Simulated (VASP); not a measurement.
Crystal: CoO.

```xyz
2
Lattice="0.0000 2.3279 2.3279 2.3279 0.0000 2.3279 2.3279 2.3279 0.0000" Properties=species:S:1:pos:R:3 pbc="T T T"
Co    0.0000    0.0000    0.0000
O     1.1640    1.1640    1.1640
```

Base run:

```yaml
Program: VASP 6.6.1
Functional: PBE
Potentials_or_basis: VASP PAW PBE potentials, release 64 (Co_sv, O)
Cutoff: 600 eV
k_mesh: 10 × 10 × 10
Occupations: fermi-dirac, width 0.05 eV
Spin: collinear spin, ferromagnetic start
Starting_moments: "[2.0, 0.0] μB"
```

Its results: pressure -12.4 GPa; net moment 2.97 μB per cell; site moments Co +2.47; O +0.32 μB.

Task: The run is repeated on the same cell with these changes: potentials or basis from VASP PAW PBE potentials, release 64 (Co_sv, O) to VASP PAW PBE potentials, release 64 (Co, O); cutoff from 600 eV to 520 eV; further incar settings from ALGO = Normal; EDIFF = 1e-06; NBANDS = 22 to ALGO = Normal; EDIFF = 1e-07; NBANDS = 18; valence electrons from 23 to 15. What comes out?

Result: Pressure -10.7 GPa; net moment 2.96 μB per cell; site moments Co +2.53; O +0.32 μB.

Caveats: a cell with one magnetic atom can't hold antiferromagnetic order, which such compounds often take.
